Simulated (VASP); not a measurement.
A run of VASP 6.6.1 is set up as follows.

INCAR

```
SYSTEM = Y2C
PREC = Accurate
ENCUT = 520
EDIFF = 1E-8
ISMEAR = -1
SIGMA = 0.05
LREAL = .FALSE.
LASPH = .TRUE.
NELM = 60
ALGO = Normal
ISIF = 2
LWAVE = .FALSE.
LCHARG = .FALSE.
LEFG = .TRUE.
NBANDS = 20
```

The input KPOINTS:

```
Automatic mesh
0
G
  10 10 10
  0 0 0
```

Contents of POSCAR:

```
Y2C
1.0
    1.8124150000      1.0463982881      5.9880000000
   -1.8124150000      1.0463982881      5.9880000000
    0.0000000000     -2.0927965763      5.9880000000
Y C
2 1
Direct
    0.2579300000      0.2579300000      0.2579300000
    0.7420700000      0.7420700000      0.7420700000
    0.0000000000      0.0000000000      0.0000000000
```

Potentials or basis: VASP PAW LDA potentials, release 64 (Y_sv, C).

Run with:

```console
$ cat potpaw_LDA.64/Y_sv/POTCAR potpaw_LDA.64/C/POTCAR > POTCAR
$ mpirun -np 1 vasp_std > vasp.out
```

(1) Predict the band gap on the k mesh.

(2) Estimate the largest force.

(3) Estimate the pressure.

Results:

(1) zero (bands 13 and 14 overlap by 0.29 eV).

(2) 0.696 eV/Å.

(3) -5.1 GPa.

Caveat: the cell stands under tension; without QUAD_EFG the Cq values of the log hold for a quadrupole moment of 1 mb, not for the nuclei.
